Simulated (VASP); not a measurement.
Runs of VASP 6.6.1 on CuO. The typed cell holds 2 atoms: a = 2.993 Å, b = 2.993 Å, c = 2.993 Å, α = 60.00°, β = 60.00°, γ = 60.00°. 

```tsv
task	level	potentials or basis	U	cell	k mesh	cutoff (eV)	gap on the mesh (eV)	pressure (GPa)	largest force (eV/Å)
single point	PBE	VASP PAW PBE potentials, release 64 (Cu, O)	-	as given	6 × 6 × 6	520	none	19.3	0.98
single point	PBEsol+U	VASP PAW PBE potentials, release 64 (Cu_sv_GW, O)	Cu d U = 5.3 eV	as given	11 × 11 × 11	700	none	4.5	0.88
single point	PBE	VASP PAW PBE potentials, release 64 (Cu_sv_GW, O)	-	as given	4 × 4 × 4	820	none	(a)	0.93
relaxation of cell and atoms	LDA	VASP PAW LDA potentials, release 64 (Cu, O)	-	relaxed	11 × 11 × 11	600	none	0.0	-
```

Alike in all rows: no spin polarisation; smearing fermi-dirac 0.05 eV.

Fill in the values left out.

(a) 18.0.

Caveats: some runs use coarse meshes; an odd number of electrons without spin polarisation forces a metal; a magnetic or distorted state may lie lower; semilocal functionals often make such compounds metallic where correlation or magnetic order opens a gap, which also shifts bond lengths (at least some runs); the cell stands under pressure (at least some runs); the PAW data sets were made with another functional, which shifts forces and pressure a little (at least some runs); U without spin polarisation on a metal has little footing (at least some runs).

A gap of «none» marks levels without a gap at the run's occupations.

The runs don't all hold the same shells in valence.
